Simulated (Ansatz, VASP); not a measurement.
## Two plane-wave programs on Li3Si2N

```
CELL_PARAMETERS angstrom
5.12750 0.00000 0.00000
-2.56375 4.44054 0.00000
0.00000 0.00000 5.96452
ATOMIC_POSITIONS crystal
Li 0.47154 0.00000 0.50000
Li 0.00000 0.47154 0.50000
Li 0.52846 0.52846 0.50000
Si 0.00000 0.00000 0.72113
Si 0.00000 0.00000 0.27887
N 0.00000 0.00000 0.00000
```

Alike in both runs: task relaxation of cell and atoms; functional PBE; k mesh 12 × 12 × 6; occupations gaussian, width 0.1 eV; no spin polarisation.

|  | VASP | Ansatz |
| --- | --- | --- |
| version | VASP 6.6.1 | Ansatz 0.2.0 |
| potentials or method | VASP PAW PBE potentials, release 64 (Li_sv, Si, N), cutoff 600 eV | scalar-relativistic, plane waves, PAW |
| valence electrons in the cell | 22 | 22 |

|  | VASP | Ansatz | Ansatz less VASP |
| --- | --- | --- | --- |
| gap on the k mesh at the Fermi level, each at its own relaxed structure (eV) | none | none | - |
| relaxed volume (Å³/atom) | 22.62 | 22.69 | +0.061 |
| relaxed length of the cell vector where the two differ most in proportion (Å) | 5.127 | 5.134 | +0.0068 |

A gap of «none» marks a metal or a gap that the smearing closes.

Noted on VASP's run: the cutoff is under 1.25 times that of the potentials, so the pressure is a little rough.
